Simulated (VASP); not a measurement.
Input of a VASP 6.6.1 run:

File INCAR:

```
SYSTEM = MgSe
ALGO     = Normal         ! electronic algorithm
EDIFF    = 1E-6           ! SCF threshold, eV
ENCUT    = 600            ! plane-wave cutoff, eV
GGA      = PE             ! functional
GGA_COMPAT= .False.      
ISIF     = 2              ! what is computed and relaxed
ISMEAR   = 0              ! smearing method
IVDW     = 13             ! dispersion correction
LASPH    = .True.         ! aspherical terms in the spheres
LCHARG   = .True.         ! write CHGCAR
LELF     = .True.         ! ELF
LREAL    = .False.        ! projectors in reciprocal space
LVHAR    = .True.       
LWAVE    = .False.        ! write WAVECAR
NBANDS   = 11             ! bands
NELM     = 120            ! most SCF steps
PREC     = Accurate       ! precision mode
SIGMA    = 0.05           ! smearing width, eV
```

Contents of KPOINTS:

```
k-points
0
Gamma
  8 8 8
  0 0 0
```

File POSCAR:

```
MgSe
1.0
    0.0000000000      2.7254991651      2.7254991651
    2.7254991651      0.0000000000      2.7254991651
    2.7254991651      2.7254991651      0.0000000000
Mg Se
1 1
Direct
    0.0000000000      0.0000000000      0.0000000000
    0.5000000000      0.5000000000      0.5000000000
```

Potentials or basis: VASP PAW PBE potentials, release 64 (Mg, Se).

Launch:

```bash
$ cat potpaw_PBE.64/Mg/POTCAR potpaw_PBE.64/Se/POTCAR > POTCAR
$ mpirun -np 1 vasp_std > vasp.out
```

(1) Estimate the band gap on the k mesh.

(2) Estimate the pressure.

(3) Estimate the dispersion energy per atom.

Results:

(1) 1.80 eV (least direct gap 2.60 eV).

(2) -0.4 GPa.

(3) -0.305 eV.
